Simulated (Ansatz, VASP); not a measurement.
**One calculation of Co, two programs**

```
CELL_PARAMETERS angstrom
2.48970 0.00000 0.00000
-1.24485 2.15614 0.00000
0.00000 0.00000 8.06894
ATOMIC_POSITIONS crystal
Co 0.00000 0.00000 0.00000
Co 0.00000 0.00000 0.50000
Co 0.33333 0.66667 0.25000
Co 0.66667 0.33333 0.75000
```

Alike in both runs: task single point; functional LDA; k mesh 17 × 17 × 5; occupations fermi-dirac, width 0.05 eV; collinear spin.

```csv
,VASP,Ansatz
version,VASP 6.6.1,Ansatz 0.2.0
potentials or method,"VASP PAW LDA potentials, release 64 (Co), cutoff 520 eV","plane waves (420 eV) with PAW, scalar-relativistic"
valence electrons in the cell,36,68
```

Ansatz gave:

* pressure (GPa): -17.1
* traceless stress, the component that is largest in VASP (GPa): -0.37
* net moment per atom (μB): 1.60
* size of the moment on the site where the two differ most (μB): 1.64

Task: Estimate VASP's values.

Result: Pressure (GPa): -17.9; traceless stress, the component that is largest in VASP (GPa): -0.31; net moment per atom (μB): 1.57; size of the moment on the site where the two differ most (μB): 1.57.

Ansatz warns that its potentials were made for another functional, while VASP's fit it. LDA's correlation is that of Perdew and Zunger in VASP and of Perdew and Wang (1992) in Ansatz. Site moments also hang on the region over which each program counts them. VASP's potentials hold 36 valence electrons a cell and Ansatz's 68, so a difference there can come from the potentials and not from the codes.
